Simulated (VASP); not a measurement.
A run of VASP 6.6.1 is set up as follows.

Contents of INCAR:

```
  PREC = Accurate
  ENCUT = 550
  EDIFF = 1E-8
  ISMEAR = 1
  SIGMA = 0.05
  LREAL = F
  LASPH = T
  NELM = 120
  ALGO = Normal
  ISIF = 3
  LWAVE = F
  LCHARG = F
  METAGGA = R2SCAN
  LMIXTAU = T
  LUSE_VDW = T
  IVDW_NL = 2
  BPARAM = 11.95
  CPARAM = 0.0093
  IBRION = 6
  NFREE = 2
  POTIM = 0.015
  NSW = 1
  GGA_COMPAT = F
```

Contents of KPOINTS:

```
regular mesh
0
Gamma
  5 5 5
```

The input POSCAR:

```
InAs
1.0
    0.0000000000      3.1619270700      3.1619270700
    3.1619270700      0.0000000000      3.1619270700
    3.1619270700      3.1619270700      0.0000000000
In As
1 1
Direct
    0.0000000000      0.0000000000      0.0000000000
    0.2500000000      0.2500000000      0.2500000000
```

Potentials or basis: VASP PAW PBE potentials, release 64 (In_d, As).

Launch:

```console
$ cat potpaw_PBE.64/In_d/POTCAR potpaw_PBE.64/As/POTCAR > POTCAR
$ mpirun -np 1 vasp_std > vasp.out
```

Q: What does it give for the elastic constants C11, C12, C44?

A: 59, 29, 26 GPa.

Q: Estimate the Voigt bulk modulus.

A: 39 GPa.

Q: Predict the highest phonon frequency at Γ, LO-TO splitting left out.

A: 159 cm⁻¹.

Clamped-ion elastic tensor (GPa):
```
59 29 29  0  0  0
29 59 29  0  0  0
29 29 59  0  0  0
 0  0  0 38  0  0
 0  0  0  0 38  0
 0  0  0  0  0 38
```

Caveat: the cell is under stress, which shifts elastic constants; the PAW data sets were made with another functional, which shifts forces and pressure a little.
